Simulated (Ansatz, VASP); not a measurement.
**SnSe: VASP beside Ansatz**

File POSCAR:

```
SnSe
1.0
    0.1716697357      3.0536983633      3.0536983633
    3.0536983633      0.1716697357      3.0536983633
    3.0536983633      3.0536983633      0.1716697357
Sn Se
1 1
Direct
    0.0000000000      0.0000000000      0.0000000000
    0.5000000000      0.5000000000      0.5000000000
```

File INCAR.step1:

```
PREC = Accurate
ENCUT = 520
ISMEAR = -1
SIGMA = 0.02
LREAL = F
LASPH = T
NELM = 100
NBANDS = 17
GGA = PE
ALGO = Normal
EDIFF = 1E-4
LWAVE = T
LCHARG = F
```

INCAR.step2

```
PREC = Accurate
ENCUT = 520
EDIFF = 1E-7
ISMEAR = -1
SIGMA = 0.02
LREAL = F
LASPH = T
NELM = 100
ALGO = Normal
ISIF = 2
LWAVE = F
LCHARG = F
METAGGA = R2SCAN
LMIXTAU = T
NBANDS = 17
ISTART = 1
```

Contents of KPOINTS:

```
regular mesh
0
Gamma
  8 8 8
```

Input for Ansatz:

```yaml
crystal:
  lattice:
    - [0.1716697357, 3.0536983633, 3.0536983633]
    - [3.0536983633, 0.1716697357, 3.0536983633]
    - [3.0536983633, 3.0536983633, 0.1716697357]
  atoms:
    - { symbol: Sn, position: [0.0, 0.0, 0.0] }
    - { symbol: Se, position: [0.5, 0.5, 0.5] }
kpoints:
  mp_grid: { grid: [8, 8, 8] }
  band_path:
    path:
      - [0.0, 0.0, 0.0]
      - [0.5, 0.0, 0.5]
      - [0.625, 0.25, 0.625]
      - [0.375, 0.375, 0.75]
      - [0.5, 0.5, 0.5]
      - [0.5, 0.25, 0.75]
      - [0.5, 0.475, 0.525]
      - [0.459635, 0.462728, -0.484375]
      - [-0.061849, 0.016683, 0.439535]
    npoints: 1
hamiltonian:
  xc: r2scan
scf:
  occupations: { method: fermi_dirac, width: 0.02 }
  n_extra_bands: 4
output:
  forces: true
  stress: true
  eigenvalues: true
```

Change from the starting cell: epitaxial_111 strain -4.0%.

Alike in both runs: task single point; functional r2SCAN; k mesh 8 × 8 × 8; occupations fermi-dirac, width 0.02 eV; no spin polarisation.

|  | VASP | Ansatz |
| --- | --- | --- |
| version | VASP 6.6.1 | Ansatz 0.2.0 |
| potentials or method | VASP PAW PBE potentials, release 64 (Sn_d, Se) | plane waves, PAW |
| plane-wave cutoff (eV) | 520 | 500 |
| valence electrons in the cell | 20 | 30 |

|  | VASP | Ansatz | Ansatz less VASP |
| --- | --- | --- | --- |
| pressure (GPa) | 2.3 | 2.3 | -0.01 |
| traceless stress, the component that is largest in VASP (GPa) | -1.15 | -1.15 | 0.000 |

VASP's potentials were made for PBE, not for r2SCAN. With one functional, cell and mesh, what is left measures potentials, basis and numerics. VASP's potentials hold 20 valence electrons a cell and Ansatz's 30, so a difference there can come from the potentials and not from the codes.
